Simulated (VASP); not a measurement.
HfO2:

```
Hf O
1.0
     0.00000    2.51608    2.51608
     2.51608    0.00000    2.51608
     2.51608    2.51608    0.00000
Hf O
1 2
Direct
  0.00000 0.00000 0.00000
  0.75000 0.75000 0.75000
  0.25000 0.25000 0.25000
```

```yaml
Program: VASP 6.6.1
Task: relaxation of cell and atoms
Functional: PBE
Potentials_or_basis: VASP PAW PBE potentials, release 64 (Hf_pv, O)
Cutoff: 600 eV
k_mesh: 6 × 6 × 6
Occupations: gaussian, width 0.01 eV
Spin: no spin polarisation
```

At the start: pressure 6.1 GPa; volume 10.62 Å³/atom.

How do energy, volume and symmetry change on relaxing?

Over 3 steps the energy falls by 4.6 meV/atom and the volume is 10.87 Å³/atom (+2.3 %); space group Fm-3m (No. 225, to 0.05 Å).

The path:
```tsv
step	energy change (eV)	largest force (eV/Å)	pressure (GPa)	volume (Å³)
1	0.0000	0.0000	6.09	31.86
2	0.0163	0.0000	-8.09	33.75
3	-0.0138	0.0000	-0.04	32.60
```

Final structure:
```xyz
3
Lattice="0.0000 2.5356 2.5356 2.5356 0.0000 2.5356 2.5356 2.5356 0.0000" Properties=species:S:1:pos:R:3 pbc="T T T"
Hf    0.0000    0.0000    0.0000
O     3.8034    3.8034    3.8034
O     1.2678    1.2678    1.2678
```
